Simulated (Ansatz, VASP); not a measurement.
**Mg2As in VASP and in Ansatz**

```xyz
3
Lattice="5.0439 0.0000 0.0000 -2.5219 4.3681 0.0000 0.0000 0.0000 2.8654" Properties=species:S:1:pos:R:3 pbc="T T T"
Mg    0.0000    2.9121    1.4327
Mg    2.5219    1.4560    1.4327
As    0.0000    0.0000    0.0000
```

Alike in both runs: task relaxation of cell and atoms; functional PBE; k mesh 12 × 12 × 16; occupations gaussian, width 0.1 eV; no spin polarisation.

|  | VASP | Ansatz |
| --- | --- | --- |
| version | VASP 6.6.1 | Ansatz 0.2.0 |
| potentials or method | VASP PAW PBE potentials, release 64 (Mg, As), cutoff 600 eV | scalar-relativistic, plane waves, PAW |
| valence electrons in the cell | 9 | 35 |

```tsv
	VASP	Ansatz	Ansatz less VASP
gap on the k mesh at the Fermi level, each at its own relaxed structure (eV)	none	none	-
relaxed volume (Å³/atom)	21.14	21.15	+0.011
relaxed cell length with the largest relative difference (Å)	4.893	4.894	+0.0010
```

A gap of «none» marks a metal or a gap that the smearing closes. VASP's potentials hold 9 valence electrons a cell and Ansatz's 35, so a difference there can come from the potentials and not from the codes.
